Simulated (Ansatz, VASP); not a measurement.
One calculation of Li2O, two programs

File POSCAR:

```
Li2O
1.0
    0.0000000000      2.2863684601      2.2863684601
    2.2863684601      0.0000000000      2.2863684601
    2.2863684601      2.2863684601      0.0000000000
O Li
1 2
Direct
    0.0000000000      0.0000000000      0.0000000000
    0.2500000000      0.2500000000      0.2500000000
    0.7500000000      0.7500000000      0.7500000000
```

Contents of INCAR.step1:

```
ALGO = Normal
EDIFF = 1E-5
ENCUT = 830
GGA = PE
GGA_COMPAT = F
ISMEAR = 0
LASPH = T
LCHARG = F
LREAL = F
LWAVE = T
NBANDS = 13
NELM = 120
PREC = Accurate
SIGMA = 0.01
```

File INCAR.step2:

```
ALGO = Normal
EDIFF = 1E-6
ENCUT = 830
GGA_COMPAT = F
ISIF = 2
ISMEAR = 0
ISTART = 1
LASPH = T
LCHARG = F
LMIXTAU = T
LREAL = F
LWAVE = F
METAGGA = R2SCAN
NBANDS = 13
NELM = 120
PREC = Accurate
SIGMA = 0.01
```

The input KPOINTS:

```
k-points
0
Gamma
  8 8 8
```

Input for Ansatz:

```yaml
crystal:
  lattice:
    - [0.0, 2.2863684601, 2.2863684601]
    - [2.2863684601, 0.0, 2.2863684601]
    - [2.2863684601, 2.2863684601, 0.0]
  atoms:
    - { symbol: O, position: [0.0, 0.0, 0.0] }
    - { symbol: Li, position: [0.25, 0.25, 0.25] }
    - { symbol: Li, position: [0.75, 0.75, 0.75] }
kpoints:
  mp_grid: { grid: [8, 8, 8] }
hamiltonian:
  xc: r2scan
scf:
  occupations: { method: fixed }
  n_extra_bands: 4
output:
  forces: true
  stress: true
  eigenvalues: true
```

Alike in both runs: task single point; functional r2SCAN; k mesh 8 × 8 × 8; no spin polarisation.

|  | VASP | Ansatz |
| --- | --- | --- |
| version | VASP 6.6.1 | Ansatz 0.2.0 |
| potentials or method | VASP PAW PBE potentials, release 64 (O, Li_sv) | plane waves, PAW |
| plane-wave cutoff (eV) | 830 | 500 |
| occupations | gaussian, width 0.01 eV | fixed |
| valence electrons in the cell | 12 | 12 |

|  | VASP | Ansatz | Ansatz less VASP |
| --- | --- | --- | --- |
| gap on the k mesh at the Fermi level (eV) | 5.73 | 5.77 | +0.036 |
| pressure (GPa) | 0.2 | 0.0 | -0.23 |

VASP's potentials were made for PBE, not for r2SCAN.
